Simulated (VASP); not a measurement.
# CdS (Fm-3m) in VASP: settings compared

The runs below take CdS through single point, with revPBE+D3(BJ), revPBE+D4, PBE.

Program: VASP 6.6.1. These are calculated values, not measurements. Logs are shortened: lines on timing, memory, paths and dates and some standing lists are left out, and cuts for length are marked.

### Step 1. The cell of the first run

The structure is cubic, space group Fm-3m (No. 225). Conventional cell: a = 5.397 Å, b = 5.397 Å, c = 5.397 Å, α = 90.00°, β = 90.00°, γ = 90.00°. Within 3.6 Å of Cd (site symmetry m-3m) lie 6 S at 2.70 Å. S (site symmetry m-3m) has 6 Cd at 2.70 Å within 3.6 Å.

### Step 2. Single point, revPBE+D3(BJ)

INCAR reads:

```
ALGO     = Normal         # electronic algorithm
EDIFF    = 1E-7           # SCF threshold, eV
ENCUT    = 520            # plane-wave cutoff, eV
GGA      = RE             # functional
ISIF     = 2              # what is computed and relaxed
ISMEAR   = -1             # smearing method
IVDW     = 12             # dispersion correction
LASPH    = T              # aspherical terms in the spheres
LCHARG   = T              # write CHGCAR
LELF     = T              # ELF
LREAL    = F              # projectors in reciprocal space
LVHAR    = T            
LWAVE    = F              # write WAVECAR
NBANDS   = 16             # bands
NELM     = 100            # most SCF steps
PREC     = Accurate       # precision mode
SIGMA    = 0.05           # smearing width, eV
```

KPOINTS reads:

```
k-points
0
Gamma
  8 8 8
```

POSCAR reads:

```
CdS
1.0
    0.0000000000      2.6985587862      2.6985587862
    2.6985587862      0.0000000000      2.6985587862
    2.6985587862      2.6985587862      0.0000000000
Cd S
1 1
Direct
    0.0000000000      0.0000000000      0.0000000000
    0.5000000000      0.5000000000      0.5000000000
```

Potentials or basis: VASP PAW PBE potentials, release 64 (Cd, S).

On the command line:

```
$ cat potpaw_PBE.64/Cd/POTCAR potpaw_PBE.64/S/POTCAR > POTCAR
$ mpirun -np 1 vasp_std > vasp.out
```

OUTCAR:

```text
EDIFF = 1E-7
   ENCUT = 520
   GGA = RE
   ISIF = 2
   ISMEAR = -1
   IVDW = 12
   LASPH = T
   LREAL = F
   NELM = 100
   PREC = Accurate
 IVDW          = 12

 ion  position               nearest neighbor table
   1  0.000  0.000  0.000-   2 2.70   2 2.70   2 2.70   2 2.70   2 2.70   2 2.70
   2  0.500  0.500  0.500-   1 2.70   1 2.70   1 2.70   1 2.70   1 2.70   1 2.70

  LATTYP: Found a face centered cubic cell.
 ALAT       =     5.3971175724

  Lattice vectors:

 A1 = (   0.0000000000,   2.6985587862,   2.6985587862)
 A2 = (   2.6985587862,   0.0000000000,   2.6985587862)
 A3 = (   2.6985587862,   2.6985587862,   0.0000000000)

Analysis of symmetry for initial positions (statically):
=====================================================================
 Subroutine PRICEL returns:
 Original cell was already a primitive cell.

 Routine SETGRP: Setting up the symmetry group for a
 face centered cubic supercell.

 Subroutine GETGRP returns: Found 48 space group operations
[... 9 lines left out ...]

 Routine SETGRP: Setting up the symmetry group for a
 face centered cubic supercell.

 Subroutine GETGRP returns: Found 48 space group operations
[... 11 lines left out ...]
                                     Primitive cell

  volume of cell :      39.3030

  direct lattice vectors                    reciprocal lattice vectors
     0.000000000  2.698558786  2.698558786    -0.185284087  0.185284087  0.185284087
     2.698558786  0.000000000  2.698558786     0.185284087 -0.185284087  0.185284087
     2.698558786  2.698558786  0.000000000     0.185284087  0.185284087 -0.185284087

  length of vectors
     3.816338434  3.816338434  3.816338434     0.320921452  0.320921452  0.320921452

  position of ions in fractional coordinates (direct lattice)
     0.000000000  0.000000000  0.000000000
     0.500000000  0.500000000  0.500000000

  ion indices of the primitive-cell ions
   primitive index   ion index
                 1           1
                 2           2

----------------------------------------------------------------------------------------

 KPOINTS: k-points

Automatic generation of k-mesh.
 Grid dimensions read from file:
 generate k-points for:    8    8    8

 Generating k-lattice:

  Cartesian coordinates                     Fractional coordinates (reciprocal lattice)
[... 54 lines left out ...]
   ISPIN  =      1    spin polarized calculation?
   LNONCOLLINEAR =      F non collinear calculations
   LSORBIT =      F    spin-orbit coupling
   LASPH  =      T    aspherical Exc in radial PAW
   ENCUT  =  520.0 eV  38.22 Ry    6.18 a.u.   7.10  7.10  7.10*2*pi/ulx,y,z
   NELM   =    100;   NELMIN=  2; NELMDL= -5     # of ELM steps
   EDIFF  = 0.1E-06   stopping-criterion for ELM
   LREAL  =      F    real-space projection
   EDIFFG = 0.1E-05   stopping-criterion for IOM
   NSW    =      0    number of steps for IOM
   IBRION =     -1    ionic relax: 0-MD 1-quasi-New 2-CG
   NFREE  =      0    steps in history (QN), initial steepest desc. (CG)
   ISIF   =      2    stress and relaxation
   ISYM   =      2    0-nonsym 1-usesym 2-fastsym
   POTIM  = 0.5000    time-step for ionic-motion
   TEBEG  =    0.0;   TEEND  =   0.0 temperature during run
   PSTRESS=    0.0 pullay stress
   NELECT =      18.0000    total number of electrons
   NUPDOWN=      -1.0000    fix difference up-down
   EMIN   =  10.00;   EMAX   =-10.00  energy-range for DOS
   EFERMI =   0.00;   METHOD = LEGACY
   ISMEAR =    -1;   SIGMA  =   0.05  broadening in eV -4-tet -1-fermi 0-gaus
   EFERMI_NEDOS =   21; number of points for ismear=-14 and -15
   IALGO  =     38    algorithm
   IMIX   =      4    mixing-type and parameters
     AMIX     =   0.40;   BMIX     =  1.00
     AMIX_MAG =   1.60;   BMIX_MAG =  1.00
  volume/ion in A,a.u.               =      19.65       132.61
  Fermi-wavevector in a.u.,A,eV,Ry     =   1.261897  2.384639 21.665688  1.592383
  Thomas-Fermi vector in A             =   2.395332
   LORBIT       =      0    0 simple, 1 ext, 2 COOP (PROOUT), +10 PAW based schemes
   GGA     = RE    functional components
   LHFCALC =     F    Hartree Fock is set to
   AEXX    =    0.0000 exact exchange contribution
   IVDW    =    12    specifies the selected vdW correction
   LEPSILON=     F    determine dielectric tensor
   LRPA    =     F    only Hartree local field effects (RPA)
 non-spin polarized calculation
  energy-cutoff  :      520.00
  volume of cell :       39.30
 maximum number of plane-waves:      1067
   NGX = 15   NGY = 15   NGZ = 15

 number of electron      18.0000008 magnetization

 Free energy of the ion-electron system (eV)
  ---------------------------------------------------
  ext. energy  EPLUGINS =         0.00000000
  ---------------------------------------------------
  free energy    TOTEN  =        -5.18907957 eV

  energy without entropy =       -5.18850956  energy(sigma->0) =       -5.18879457

 E-fermi :   3.6153     XC(G=0): -10.4954

 val. band max:        3.3891707627   @ k =   0.5000   0.0000   0.0000
 cond. band min:       3.7234642587   @ k =   0.5000   0.5000   0.0000
 fundamental gap:      0.3342934960
 Fermi energy:         3.6152773148

 k-point     1 :       0.0000    0.0000    0.0000
  band No.  band energies     occupation
      1      -9.6868      2.00000
      2      -4.3121      2.00000
      3      -4.3121      2.00000
      4      -4.3120      2.00000
      5      -4.3120      2.00000
      6      -4.3120      2.00000
[... 433 lines left out ...]
      3      -4.4360      2.00000
      4      -4.3776      2.00000
      5      -4.0707      2.00000
      6      -3.9667      2.00000
[... 8 lines left out ...]
     15      16.0004      0.00000
     16      18.0866      0.00000

 [... further k-points ...]

------------------------ aborting loop because EDIFF is reached ----------------------------------------

 Edisp (eV)   -1.54879

 E8    (eV) :    -1.0552

  FORCE on cell =-STRESS in cart. coord.  units (eV):
  Direction    XX          YY          ZZ          XY          YZ          ZX
  --------------------------------------------------------------------------------------
  -------------------------------------------------------------------------------------
  Total       0.11284     0.11284     0.11284     0.00000     0.00000    -0.00000
  in kB       4.59994     4.59994     4.59994     0.00000     0.00000    -0.00000
  external pressure =        4.60 kB  Pullay stress =        0.00 kB

 VOLUME and BASIS-vectors are now :
 -----------------------------------------------------------------------------
  energy-cutoff  :      520.00
  volume of cell :       39.30
      direct lattice vectors                 reciprocal lattice vectors
     0.000000000  2.698558786  2.698558786    -0.185284087  0.185284087  0.185284087
     2.698558786  0.000000000  2.698558786     0.185284087 -0.185284087  0.185284087
     2.698558786  2.698558786  0.000000000     0.185284087  0.185284087 -0.185284087

 POSITION                                       TOTAL-FORCE (eV/Angst)
 -----------------------------------------------------------------------------------
      0.00000      0.00000      0.00000        -0.000000      0.000000     -0.000000
      2.69856      2.69856      2.69856         0.000000      0.000000      0.000000
 -----------------------------------------------------------------------------------
    total drift:                                0.000000      0.000000      0.000000

  FREE ENERGIE OF THE ION-ELECTRON SYSTEM (eV)
  ---------------------------------------------------
  free  energy   TOTEN  =        -6.7378730076 eV

  energy  without entropy=       -6.7373029927  energy(sigma->0) =       -6.73758800
```

stdout:

```text
POSCAR found type information on POSCAR CdS
 POSCAR found :  2 types and       2 ions
 scaLAPACK will be used
 -----------------------------------------------------------------------------
|                                                                             |
|                                                                             |
|     You enforced a specific xc type in the INCAR file but a different       |
|     I HOPE YOU KNOW WHAT YOU ARE DOING!                                     |
|                                                                             |
 -----------------------------------------------------------------------------

 LDA part: xc-table for (Slater+PW92), standard interpolation
 POSCAR, INCAR and KPOINTS ok, starting setup
 FFT: planning ... GRIDC
 FFT: planning ... GRID_SOFT
 FFT: planning ... GRID
 WAVECAR not read
 entering main loop
```

Run time: 11 s. Hardware: 1 thread of AMD EPYC 9R45 (Zen 5), shared host; peak memory 0.14 GiB.

Results:

```yaml
Free_energy: -6.7379 eV
Pressure: 0.5 GPa
Band_gap_on_the_k_mesh: 0.33 eV, indirect (least direct gap 2.03 eV)
Dispersion_energy_per_atom: -0.774 eV
```

Caveat: the PAW data sets were made with another functional, which shifts forces and pressure a little.

### Step 3. Single point, revPBE+D4

This run uses another cell than the first one, of 19.77 Å³/atom, 1.006 times its volume.

INCAR reads:

```
PREC = Accurate
ENCUT = 520
EDIFF = 1E-6
ISMEAR = -1
SIGMA = 0.05
LREAL = False
LASPH = True
NELM = 100
ALGO = Normal
ISIF = 2
LWAVE = False
LCHARG = False
GGA = RE
IVDW = 13
NBANDS = 16
```

KPOINTS reads:

```
Automatic mesh
0
Gamma
  8 8 8
```

POSCAR reads:

```
CdS
1.0
    0.0000000000      2.7038839111      2.7038839111
    2.7038839111      0.0000000000      2.7038839111
    2.7038839111      2.7038839111      0.0000000000
Cd S
1 1
Direct
    0.0000000000      0.0000000000      0.0000000000
    0.5000000000      0.5000000000      0.5000000000
```

Potentials or basis: VASP PAW PBE potentials, release 64 (Cd, S).

On the command line:

```
$ cat potpaw_PBE.64/Cd/POTCAR potpaw_PBE.64/S/POTCAR > POTCAR
$ mpirun -np 1 vasp_std > vasp.out
```

Wall time 9.5 s (1 thread of AMD EPYC 9R45 (Zen 5), shared host); peak memory 0.13 GiB.

The run converged. Its results:

| Quantity | Value |
| --- | --- |
| Free energy | -6.6351 eV |
| Pressure | 0.4 GPa |
| Band gap on the k mesh | 0.34 eV, indirect (least direct gap 1.99 eV) |
| Dispersion energy per atom | -0.718 eV |

Levels at points of the mesh, in eV from the valence-band top:
```tsv
k point	band 6	band 7	band 8	band 9	band 10	band 11	band 12	band 13
(0.00, 0.00, 0.00)	-7.69	-0.81	-0.81	-0.81	1.18	9.25	9.25	9.25
(0.50, 0.00, 0.00)	-7.46	-4.98	0.00	0.00	3.57	5.94	5.94	7.20
(0.50, 0.50, 0.00)	-6.64	-4.44	-2.26	-2.26	0.34	6.03	10.19	11.64
```

Caveat: the PAW data sets were made with another functional, which shifts forces and pressure a little.

### Step 4. Single point, PBE

This run uses another cell than the first one, of 20.87 Å³/atom, 1.062 times its volume.

INCAR reads:

```
SYSTEM = CdS
PREC = Accurate
ENCUT = 520
EDIFF = 1E-7
ISMEAR = 0
SIGMA = 0.025
LREAL = .FALSE.
LASPH = .TRUE.
NELM = 80
ALGO = Normal
ISIF = 2
LWAVE = .FALSE.
LCHARG = .TRUE.
GGA = PE
LELF = .TRUE.
LVHAR = .TRUE.
NBANDS = 16
```

KPOINTS reads:

```
Automatic mesh
0
G
  8 8 8
  0 0 0
```

POSCAR reads:

```
CdS
1.0
    0.0000000000      2.7532440000      2.7532440000
    2.7532440000      0.0000000000      2.7532440000
    2.7532440000      2.7532440000      0.0000000000
Cd S
1 1
Direct
    0.0000000000      0.0000000000      0.0000000000
    0.5000000000      0.5000000000      0.5000000000
```

On the command line:

```
$ cat potpaw_PBE.64/Cd/POTCAR potpaw_PBE.64/S/POTCAR > POTCAR
$ mpirun -np 1 vasp_std > vasp.out
```

It took 13 s on 1 thread of AMD EPYC 9R45 (Zen 5), shared host; peak memory 0.14 GiB.

It converged, with:

```yaml
Free_energy: -5.8766 eV
Pressure: -0.1 GPa
Band_gap_on_the_k_mesh: 0.25 eV, indirect (least direct gap 1.53 eV)
```

Levels at points of the mesh, in eV from the valence-band top:
```tsv
k point	band 5	band 6	band 7	band 8	band 9	band 10	band 11	band 12	band 13	band 14
(0.00, 0.00, 0.00)	-7.57	-7.57	-0.70	-0.70	-0.70	0.83	9.23	9.23	9.23	11.32
(0.50, 0.00, 0.00)	-7.38	-7.38	-4.75	0.00	0.00	3.54	5.93	5.93	6.66	12.21
(0.50, 0.50, 0.00)	-7.32	-6.67	-4.10	-2.05	-2.05	0.25	6.07	9.74	11.13	11.13
```

A k mesh can miss the band edges.

### Step 5. Single point, PBE

This run uses another cell than the first one, of 20.87 Å³/atom, 1.062 times its volume.

INCAR reads:

```
PREC = Accurate
ENCUT = 520
EDIFF = 1E-7
ISMEAR = 0
SIGMA = 0.026000000000000002
LREAL = False
LASPH = True
NELM = 100
ALGO = Normal
ISIF = 2
LWAVE = False
LCHARG = True
GGA = PE
LELF = True
LVHAR = True
NBANDS = 16
```

KPOINTS reads:

```
Automatic mesh
0
Gamma
  8 8 8
```

POSCAR is that of step 4.

On the command line:

```
$ cat potpaw_PBE.64/Cd/POTCAR potpaw_PBE.64/S/POTCAR > POTCAR
$ mpirun -np 1 vasp_std > vasp.out
```

Wall time 13 s (1 thread of AMD EPYC 9R45 (Zen 5), shared host); peak memory 0.14 GiB.

The run converged. Its results:

```yaml
Free_energy: -5.8766 eV
Pressure: -0.1 GPa
Band_gap_on_the_k_mesh: 0.25 eV, indirect (least direct gap 1.53 eV)
```

Levels at points of the mesh, in eV from the valence-band top:
| k point | band 6 | band 7 | band 8 | band 9 | band 10 | band 11 | band 12 | band 13 |
| --- | --- | --- | --- | --- | --- | --- | --- | --- |
| (0.00, 0.00, 0.00) | -7.57 | -0.70 | -0.70 | -0.70 | 0.83 | 9.23 | 9.23 | 9.23 |
| (0.50, 0.00, 0.00) | -7.38 | -4.75 | 0.00 | 0.00 | 3.54 | 5.93 | 5.93 | 6.66 |
| (0.50, 0.50, 0.00) | -6.67 | -4.10 | -2.05 | -2.05 | 0.25 | 6.07 | 9.74 | 11.13 |

### Step 6. The runs side by side

| level | cell | smearing | gap on the mesh (eV) | pressure (GPa) |
| --- | --- | --- | --- | --- |
| revPBE+D3(BJ) | a = 3.816 Å, angles 60.0°, 2 atoms | fermi-dirac 0.05 eV | 0.33 | 0.5 |
| revPBE+D4 | a = 3.824 Å, angles 60.0°, 2 atoms | fermi-dirac 0.05 eV | 0.34 | 0.4 |
| PBE | a = 3.894 Å, angles 60.0°, 2 atoms | gaussian 0.025 eV | 0.25 | -0.1 |
| PBE | a = 3.894 Å, angles 60.0°, 2 atoms | gaussian 0.026 eV | 0.25 | -0.1 |

Alike in all rows: task single point; potentials or basis VASP PAW PBE potentials, release 64 (Cd, S); no spin polarisation; k mesh 8 × 8 × 8; cutoff (eV) 520.

Caveats: the PAW data sets were made with another functional, which shifts forces and pressure a little (some runs).

Absolute energies hang on the potentials; compare differences alone.
